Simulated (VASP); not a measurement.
Write the native input for VASP 6.6.1 that does the following.

| Property | Result |
| --- | --- |
| Task | single point |
| Functional | PBE-based screened hybrid with 15 % exact exchange |
| Potentials or basis | VASP PAW PBE potentials, release 64 (Ge_d) |
| Cutoff | 520 eV |
| k mesh | 3 × 3 × 5 |
| Occupations | fermi-dirac, width 0.05 eV |
| Spin | no spin polarisation |
| Dipole correction | no |
| Grid for exact exchange (PRECFOCK) | Normal |
| Share of exact exchange | 0.15 |
| Further INCAR settings | ALGO = Normal; EDIFF = 1e-06; NBANDS = 28 |
| Screening parameter | 0.2 1/Å |

Ge:

```
Ge
1.0
     5.24058    0.00000    0.00000
     0.00000    5.24058    0.00000
     0.00000    0.00000    2.65536
Ge
3
Direct
  0.00000 0.00000 0.00000
  0.00000 0.50000 0.00000
  0.50000 0.00000 0.00000
```

One way to write it, as run:

POSCAR

```
Ge
1.0
    5.2405800000      0.0000000000      0.0000000000
    0.0000000000      5.2405800000      0.0000000000
    0.0000000000      0.0000000000      2.6553600000
Ge
3
Direct
    0.0000000000      0.0000000000      0.0000000000
    0.0000000000      0.5000000000      0.0000000000
    0.5000000000      0.0000000000      0.0000000000
```

INCAR.step1

```
SYSTEM = Ge
PREC = Accurate ; ENCUT = 520
EDIFF = 1E-5 ; ISMEAR = -1
SIGMA = 0.05 ; LREAL = .FALSE.
LASPH = .TRUE. ; NELM = 100
ALGO = Normal ; ISIF = 2
LWAVE = .TRUE. ; LCHARG = .FALSE.
GGA = PE ; NBANDS = 28
LUSENCCL = .FALSE.
```

INCAR.step2

```
SYSTEM = Ge
PREC = Accurate ; ENCUT = 520
EDIFF = 1E-6 ; ISMEAR = -1
SIGMA = 0.05 ; LREAL = .FALSE.
LASPH = .TRUE. ; NELM = 100
ALGO = Normal ; ISIF = 2
LWAVE = .FALSE. ; LCHARG = .FALSE.
GGA = PE ; LHFCALC = .TRUE.
AEXX = 0.15 ; HFSCREEN = 0.2
PRECFOCK = Normal ; ISTART = 1
NBANDS = 28 ; LUSENCCL = .FALSE.
```

KPOINTS

```
regular mesh
0
G
  3 3 5
  0 0 0
```

Potentials or basis: VASP PAW PBE potentials, release 64 (Ge_d).

Run with:

```bash
$ cat potpaw_PBE.64/Ge_d/POTCAR > POTCAR
$ cp INCAR.step1 INCAR
$ mpirun -np 1 vasp_std > vasp.out
$ cp INCAR.step2 INCAR
$ mpirun -np 1 vasp_std > vasp.out
```

Results of the run:

- Pressure: -0.8 GPa
- Band gap on the k mesh: zero (bands 21 and 22 overlap by 1.98 eV)

Caveat: the k points lie up to 0.47 Å⁻¹ apart, too coarse for converged energies and pressures of a metal; the PAW data sets were made with another functional, which shifts forces and pressure a little.

Run time: 16 min on 1 × NVIDIA H100 80GB with 1 thread of AMD EPYC 7R13 Processor (Zen 3) (shared host), peak memory 1.2 GiB.
